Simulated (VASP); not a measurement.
# HfH2 (I4/mmm) in VASP: further runs

HfH2 is run at these levels: r2SCAN; tasks: single point.

Program: VASP 6.6.1. These are calculated values, not measurements. Logs are shortened: lines on timing, memory, paths and dates and some standing lists are left out, and cuts for length are marked.

### Step 1. The cell of the first run

The structure is tetragonal, space group I4/mmm (No. 139). Conventional cell: a = 3.227 Å, b = 3.227 Å, c = 3.579 Å, α = 90.00°, β = 90.00°, γ = 90.00°. Within 2.4 Å of Hf (site symmetry 4/mmm) lie 8 H at 1.84 Å. H (site symmetry -4m2) has 6 H at 1.79 to 2.28 Å and 4 Hf at 1.84 Å within 2.4 Å.

### Step 2. Single point, r2SCAN

POSCAR reads:

```
HfH2
1.0
   -1.6134983552      1.6134983552      1.7895092513
    1.6134983552     -1.6134983552      1.7895092513
    1.6134983552      1.6134983552     -1.7895092513
Hf H
1 2
Direct
    0.0000000000      0.0000000000      0.0000000000
    0.7500000000      0.2500000000      0.5000000000
    0.2500000000      0.7500000000      0.5000000000
```

INCAR.step1 reads:

```
SYSTEM = HfH2
PREC = Accurate
ENCUT = 520
ISMEAR = 0
SIGMA = 0.1
LREAL = .False.
LASPH = .True.
NELM = 80
NBANDS = 13
GGA = PE
ALGO = Normal
EDIFF = 1E-4
LWAVE = .True.
LCHARG = .False.
```

INCAR.step2 reads:

```
SYSTEM = HfH2
PREC = Accurate
ENCUT = 520
EDIFF = 1E-7
ISMEAR = 0
SIGMA = 0.1
LREAL = .False.
LASPH = .True.
NELM = 80
ALGO = Normal
ISIF = 2
LWAVE = .False.
LCHARG = .False.
METAGGA = R2SCAN
LMIXTAU = .True.
NBANDS = 13
ISTART = 1
```

KPOINTS reads:

```
Automatic mesh
0
Gamma
  18 18 18
  0 0 0
```

Potentials or basis: VASP PAW PBE potentials, release 64 (Hf_pv, H).

On the command line:

```
> cat potpaw_PBE.64/Hf_pv/POTCAR potpaw_PBE.64/H/POTCAR > POTCAR
> cp INCAR.step1 INCAR
> mpirun -np 1 vasp_std > vasp.out
> cp INCAR.step2 INCAR
> mpirun -np 1 vasp_std > vasp.out
```

OUTCAR:

```text
SYSTEM = HfH2
   PREC = Accurate
   ENCUT = 520
   EDIFF = 1E-7
   ISMEAR = 0
   LREAL = .False.
   LASPH = .True.
   NELM = 80
   ISIF = 2
   METAGGA = R2SCAN
   ISTART = 1

 ion  position               nearest neighbor table
   1  0.000  0.000  0.000-   2 1.84   3 1.84   2 1.84   3 1.84   2 1.84   3 1.84   2 1.84   3 1.84

   2  0.750  0.250  0.500-   1 1.84   1 1.84   1 1.84   1 1.84
   3  0.250  0.750  0.500-   1 1.84   1 1.84   1 1.84   1 1.84

  LATTYP: Found a body centered tetragonal cell.
 ALAT       =     3.2269967104
 C/A-ratio  =     1.1090865048

  Lattice vectors:

 A1 = (  -1.6134983552,   1.6134983552,   1.7895092513)
 A2 = (   1.6134983552,  -1.6134983552,   1.7895092513)
 A3 = (   1.6134983552,   1.6134983552,  -1.7895092513)

Analysis of symmetry for initial positions (statically):
=====================================================================
 Subroutine PRICEL returns:
 Original cell was already a primitive cell.

 Routine SETGRP: Setting up the symmetry group for a
 body centered tetragonal supercell.

 Subroutine GETGRP returns: Found 16 space group operations
 (whereof 16 operations were pure point group operations)
 out of a pool of 16 trial point group operations.

The static configuration has the point symmetry D_4h.

Analysis of symmetry for dynamics (positions and initial velocities):
=====================================================================
 Subroutine PRICEL returns:
 Original cell was already a primitive cell.

 Routine SETGRP: Setting up the symmetry group for a
 body centered tetragonal supercell.

 Subroutine GETGRP returns: Found 16 space group operations
 (whereof 16 operations were pure point group operations)
 out of a pool of 16 trial point group operations.

The dynamic configuration has the point symmetry D_4h.

 Subroutine INISYM returns: Found 16 space group operations
 (whereof 16 operations are pure point group operations),
 and found     1 'primitive' translations

----------------------------------------------------------------------------------------

                                     Primitive cell

  volume of cell :      18.6351

  direct lattice vectors                    reciprocal lattice vectors
    -1.613498355  1.613498355  1.789509251     0.000000000  0.309885658  0.279406211
     1.613498355 -1.613498355  1.789509251     0.309885658  0.000000000  0.279406211
     1.613498355  1.613498355 -1.789509251     0.309885658  0.309885658  0.000000000

  length of vectors
     2.899844348  2.899844348  2.899844348     0.417249269  0.417249269  0.438244501

  position of ions in fractional coordinates (direct lattice)
     0.000000000  0.000000000  0.000000000
     0.750000000  0.250000000  0.500000000
     0.250000000  0.750000000  0.500000000

  ion indices of the primitive-cell ions
   primitive index   ion index
                 1           1
                 2           2
                 3           3

----------------------------------------------------------------------------------------

 KPOINTS: Automatic mesh

Automatic generation of k-mesh.
 Grid dimensions read from file:
 generate k-points for:   18   18   18

 Generating k-lattice:

  Cartesian coordinates                     Fractional coordinates (reciprocal lattice)
     0.000000000  0.017215870  0.015522567     0.055555556  0.000000000  0.000000000
     0.017215870  0.000000000  0.015522567     0.000000000  0.055555556  0.000000000
     0.017215870  0.017215870  0.000000000     0.000000000  0.000000000  0.055555556

  Length of vectors
     0.023180515  0.023180515  0.024346917

  Shift w.r.t. Gamma in fractional coordinates (k-lattice)
     0.000000000  0.000000000  0.000000000

 Subroutine IBZKPT returns following result:
 ===========================================

 Found    480 irreducible k-points:

 Following reciprocal coordinates:
            Coordinates               Weight
  0.000000  0.000000  0.000000      1.000000
  0.055556 -0.000000  0.000000      8.000000
  0.111111 -0.000000  0.000000      8.000000
  0.166667 -0.000000  0.000000      8.000000
  0.222222 -0.000000  0.000000      8.000000
  0.277778  0.000000  0.000000      8.000000
[... 16 lines left out ...]
 -0.277778  0.055556 -0.000000     16.000000
 -0.222222  0.055556 -0.000000     16.000000
 [... further k-points ...]
   k-points           NKPTS =    480   k-points in BZ     NKDIM =    480   number of bands    NBANDS=     13
   number of dos      NEDOS =    301   number of ions     NIONS =      3
   total plane-waves  NPLWV =  13824
   dimension x,y,z NGX =    24 NGY =   24 NGZ =   24
   dimension x,y,z NGXF=    48 NGYF=   48 NGZF=   48
   ions per type =               1   2
   NGX,Y,Z   is equivalent  to a cutoff of  13.76, 13.76, 13.76 a.u.
   NGXF,Y,Z  is equivalent  to a cutoff of  27.52, 27.52, 27.52 a.u.
 SYSTEM =  HfH2
   PREC   = accura    normal or accurate (medium, high low for compatibility)
   ISTART =      1    job   : 0-new  1-cont  2-samecut
   ICHARG =      0    charge: 1-file 2-atom 10-const
   ISPIN  =      1    spin polarized calculation?
   LNONCOLLINEAR =      F non collinear calculations
   LSORBIT =      F    spin-orbit coupling
   LASPH  =      T    aspherical Exc in radial PAW
   ENCUT  =  520.0 eV  38.22 Ry    6.18 a.u.   5.39  5.39  5.39*2*pi/ulx,y,z
   NELM   =     80;   NELMIN=  2; NELMDL=  0     # of ELM steps
   EDIFF  = 0.1E-06   stopping-criterion for ELM
   LREAL  =      F    real-space projection
   EDIFFG = 0.1E-05   stopping-criterion for IOM
   NSW    =      0    number of steps for IOM
   IBRION =     -1    ionic relax: 0-MD 1-quasi-New 2-CG
   NFREE  =      0    steps in history (QN), initial steepest desc. (CG)
   ISIF   =      2    stress and relaxation
   ISYM   =      2    0-nonsym 1-usesym 2-fastsym
   POTIM  = 0.5000    time-step for ionic-motion
   TEBEG  =    0.0;   TEEND  =   0.0 temperature during run
   PSTRESS=    0.0 pullay stress
   NELECT =      12.0000    total number of electrons
   NUPDOWN=      -1.0000    fix difference up-down
   EMIN   =  10.00;   EMAX   =-10.00  energy-range for DOS
   EFERMI =   0.00;   METHOD = LEGACY
   ISMEAR =     0;   SIGMA  =   0.10  broadening in eV -4-tet -1-fermi 0-gaus
   EFERMI_NEDOS =   21; number of points for ismear=-14 and -15
   IALGO  =     38    algorithm
   IMIX   =      4    mixing-type and parameters
     AMIX     =   0.40;   BMIX     =  1.00
     AMIX_MAG =   1.60;   BMIX_MAG =  1.00
  volume/ion in A,a.u.               =       6.21        41.92
  Fermi-wavevector in a.u.,A,eV,Ry     =   1.413703  2.671512 27.192016  1.998557
  Thomas-Fermi vector in A             =   2.535321
   LORBIT       =      0    0 simple, 1 ext, 2 COOP (PROOUT), +10 PAW based schemes
   METAGGA = R2SCAN    functional components
   LHFCALC =     F    Hartree Fock is set to
   AEXX    =    0.0000 exact exchange contribution
   IVDW    =     0    specifies the selected vdW correction
   LEPSILON=     F    determine dielectric tensor
   LRPA    =     F    only Hartree local field effects (RPA)
 non-spin polarized calculation
 Gauss-broadening in eV      SIGMA  =   0.10
  energy-cutoff  :      520.00
  volume of cell :       18.64
 maximum number of plane-waves:       520
 NGX is ok and might be reduce to    24
   NGX = 11   NGY = 11   NGZ = 11

 number of electron      12.0000000 magnetization

 Free energy of the ion-electron system (eV)
  ---------------------------------------------------
  ext. energy  EPLUGINS =         0.00000000
  ---------------------------------------------------
  free energy    TOTEN  =       -52.14210344 eV

  energy without entropy =      -52.14053308  energy(sigma->0) =      -52.14131826

 E-fermi :   7.8777     XC(G=0): -14.1013

 val. band max:        7.8709966674   @ k =  -0.1667  -0.1667   0.1667
 cond. band min:       7.8883796652   @ k =  -0.1111   0.2222   0.1111
 fundamental gap:      0.0173829977
 Fermi energy:         7.8777330169

 k-point     1 :       0.0000    0.0000    0.0000
  band No.  band energies     occupation
      1     -23.0087      2.00000
      2     -23.0087      2.00000
      3     -22.8981      2.00000
      4      -5.9200      2.00000
      5       6.9339      2.00000
      6       7.4482      2.00000
      7       7.4482      2.00000
      8       9.5121      0.00000
      9       9.6459      0.00000
     10      12.1748      0.00000
     11      20.6750      0.00000
     12      21.1302      0.00000
     13      21.1302      0.00000

 k-point     2 :       0.0556   -0.0000    0.0000
  band No.  band energies     occupation
      1     -23.0545      2.00000
      2     -23.0228      2.00000
      3     -22.9189      2.00000
      4      -5.7754      2.00000
      5       5.8688      2.00000
      6       7.4868      2.00000
      7       8.1366      0.00025
      8       9.4988      0.00000
      9      10.2085      0.00000
     10      12.0864      0.00000
     11      20.6749      0.00000
     12      21.3563      0.00000
     13      21.4063      0.00000

 k-point     3 :       0.1111   -0.0000    0.0000
  band No.  band energies     occupation
      1     -23.2228      2.00000
      2     -23.0633      2.00000
      3     -22.9382      2.00000
      4      -5.3637      2.00000
      5       4.5851      2.00000
      6       7.5203      2.00000
      7       8.6298      0.00000
      8       9.5716      0.00000
      9      11.2920      0.00000
     10      12.1408      0.00000
     11      20.6747      0.00000
     12      21.5690      0.00000
     13      22.1981      0.00000

 k-point     4 :       0.1667   -0.0000    0.0000
  band No.  band energies     occupation
      1     -23.4896      2.00000
      2     -23.1248      2.00000
      3     -22.9472      2.00000
      4      -4.7494      2.00000
      5       3.4568      2.00000
      6       7.3862      2.00000
      7       9.0796      0.00000
      8       9.9611      0.00000
      9      11.3032      0.00000
     10      13.4881      0.00000
     11      20.6734      0.00000
     12      20.9095      0.00000
     13      23.4201      0.00000

 k-point     5 :       0.2222   -0.0000    0.0000
  band No.  band energies     occupation
      1     -23.8043      2.00000
      2     -23.1992      2.00000
      3     -22.9538      2.00000
      4      -4.0413      2.00000
      5       2.5889      2.00000
      6       7.0775      2.00000
      7       9.5588      0.00000
      8      10.7362      0.00000
      9      11.1389      0.00000
     10      14.9900      0.00000
     11      20.0202      0.00000
     12      20.6750      0.00000
     13      24.9767      0.00000
[... 257 lines left out ...]
 k-point    22 :      -0.3333    0.0556    0.0000
  band No.  band energies     occupation
      1     -24.2949      2.00000
      2     -23.3256      2.00000
      3     -22.9925      2.00000
      4      -3.0244      2.00000
      5       2.0742      2.00000
      6       6.4828      2.00000
      7       9.7200      0.00000
      8      11.5114      0.00000
      9      12.5857      0.00000
     10      15.9607      0.00000
     11      20.5061      0.00000
     12      20.6729      0.00000
     13      22.0720      0.00000

 k-point    23 :      -0.2778    0.0556   -0.0000
  band No.  band energies     occupation
      1     -24.0044      2.00000
      2     -23.2435      2.00000
      3     -22.9859      2.00000
      4      -3.5530      2.00000
      5       2.2970      2.00000
      6       6.8647      2.00000
      7       9.6721      0.00000
      8      10.8041      0.00000
      9      11.6332      0.00000
     10      15.6504      0.00000
     11      20.1518      0.00000
     12      20.6753      0.00000
     13      23.5259      0.00000

 k-point    24 :      -0.2222    0.0556   -0.0000
  band No.  band energies     occupation
      1     -23.6973      2.00000
      2     -23.1606      2.00000
      3     -22.9766      2.00000
      4      -4.2385      2.00000
      5       2.9005      2.00000
      6       7.2816      2.00000
      7       9.5306      0.00000
      8      10.0386      0.00000
      9      11.2340      0.00000
     10      14.2933      0.00000
     11      20.6697      0.00000
     12      20.8153      0.00000
     13      24.0723      0.00000

 [... further k-points ...]
[... 5 lines left out ...]
  --------------------------------------------------------------------------------------
  -------------------------------------------------------------------------------------
  Total       10.3893156     10.3893156     10.4318757      0.0000000      0.0000000      0.0000000
  in kB      893.2366369    893.2366369    896.8958033      0.0000000      0.0000000      0.0000000
  external PRESSURE =     894.4563591 kB  Pullay stress =       0.0000000 kB

 VOLUME and BASIS-vectors are now :
 -----------------------------------------------------------------------------
  energy-cutoff  :      520.00
  volume of cell :       18.64
      direct lattice vectors                 reciprocal lattice vectors
    -1.613498355  1.613498355  1.789509251     0.000000000  0.309885658  0.279406211
     1.613498355 -1.613498355  1.789509251     0.309885658  0.000000000  0.279406211
     1.613498355  1.613498355 -1.789509251     0.309885658  0.309885658  0.000000000

 POSITION                                       TOTAL-FORCE (eV/Angst)
 -----------------------------------------------------------------------------------
      0.00000      0.00000      0.00000         0.000000      0.000000     -0.000000
      0.00000      1.61350      0.89475         0.000000     -0.000000      0.000000
      1.61350      0.00000      0.89475        -0.000000      0.000000      0.000000
 -----------------------------------------------------------------------------------
    total drift:                                0.000000      0.000000      0.000000

  FREE ENERGIE OF THE ION-ELECTRON SYSTEM (eV)
  ---------------------------------------------------
  free  energy   TOTEN  =       -52.1421034434 eV

  energy  without entropy=      -52.1405330786  energy(sigma->0) =      -52.14131826
```

Wall time 10 min (1 thread of Oxide Virtual Turin-like, shared host); peak memory 0.21 GiB.

Results:

* Free energy: -52.1421 eV
* Pressure: 89.4 GPa
* Band gap on the k mesh: zero (band 6 reaches 9.16 eV, above the bottom of band 7 at 7.16 eV)

Caveat: the PAW data sets were made with another functional, which shifts forces and pressure a little; spin-orbit coupling is left out, which moves the levels of the heavy elements.

### Step 3. Single point, r2SCAN

This run uses another cell than the first one, of 8.56 Å³/atom, 1.379 times its volume.

POSCAR reads:

```
HfH2
1.0
   -1.7296971244      1.7296971244      2.1465717872
    1.7296971244     -1.7296971244      2.1465717872
    1.7296971244      1.7296971244     -2.1465717872
Hf H
1 2
Direct
    0.0000000000      0.0000000000      0.0000000000
    0.7500000000      0.2500000000      0.5000000000
    0.2500000000      0.7500000000      0.5000000000
```

INCAR.step1 reads:

```
ALGO = Normal
EDIFF = 1E-4
ENCUT = 520
GGA = PE
ISMEAR = 0
LASPH = True
LCHARG = False
LREAL = False
LWAVE = True
NBANDS = 13
NELM = 60
PREC = Accurate
SIGMA = 0.1
```

INCAR.step2 reads:

```
ALGO = Normal
EDIFF = 1E-6
ENCUT = 520
ISIF = 2
ISMEAR = 0
ISTART = 1
LASPH = True
LCHARG = True
LELF = True
LMIXTAU = True
LREAL = False
LVHAR = True
LWAVE = False
METAGGA = R2SCAN
NBANDS = 13
NELM = 60
PREC = Accurate
SIGMA = 0.1
```

KPOINTS reads:

```
k-points
0
Gamma
  16 16 16
```

Potentials or basis: VASP PAW PBE potentials, release 64 (Hf_pv, H).

On the command line:

```
> cat potpaw_PBE.64/Hf_pv/POTCAR potpaw_PBE.64/H/POTCAR > POTCAR
> cp INCAR.step1 INCAR
> mpirun -np 1 vasp_std > vasp.out
> cp INCAR.step2 INCAR
> mpirun -np 1 vasp_std > vasp.out
```

Wall time 7.2 min (1 thread of Oxide Virtual Turin-like, shared host); peak memory 0.21 GiB.

It converged, with:

- Free energy: -53.6899 eV
- Pressure: -0.1 GPa
- Band gap on the k mesh: zero (band 6 reaches 6.36 eV, above the bottom of band 7 at 5.14 eV)

Stress tensor (GPa, compression positive):
```
-0.13  0.00  0.00
 0.00 -0.13  0.00
 0.00  0.00  0.07
```

Levels at points of the mesh, in eV from the Fermi level:
| k point | band 2 | band 3 | band 4 | band 5 | band 6 | band 7 | band 8 | band 9 | band 10 | band 11 |
| --- | --- | --- | --- | --- | --- | --- | --- | --- | --- | --- |
| (0.00, 0.00, 0.00) | -32.25 | -32.20 | -12.14 | -1.78 | -0.52 | -0.52 | 0.55 | 1.89 | 3.45 | 11.28 |
| (0.50, 0.00, 0.00) | -32.38 | -32.25 | -9.09 | -5.88 | -0.95 | 0.75 | 4.04 | 4.52 | 5.11 | 6.96 |
| (0.50, 0.50, 0.00) | -32.43 | -32.36 | -7.25 | -6.48 | -4.50 | 4.18 | 4.40 | 5.58 | 6.78 | 7.85 |
| (0.50, 0.50, 0.50) | -32.55 | -32.55 | -8.42 | -4.90 | -4.10 | 4.79 | 4.93 | 4.93 | 5.74 | 5.74 |

Caveat: the PAW data sets were made with another functional, which shifts forces and pressure a little; spin-orbit coupling is left out, which moves the levels of the heavy elements.

(Continued in part 2 of 2.)
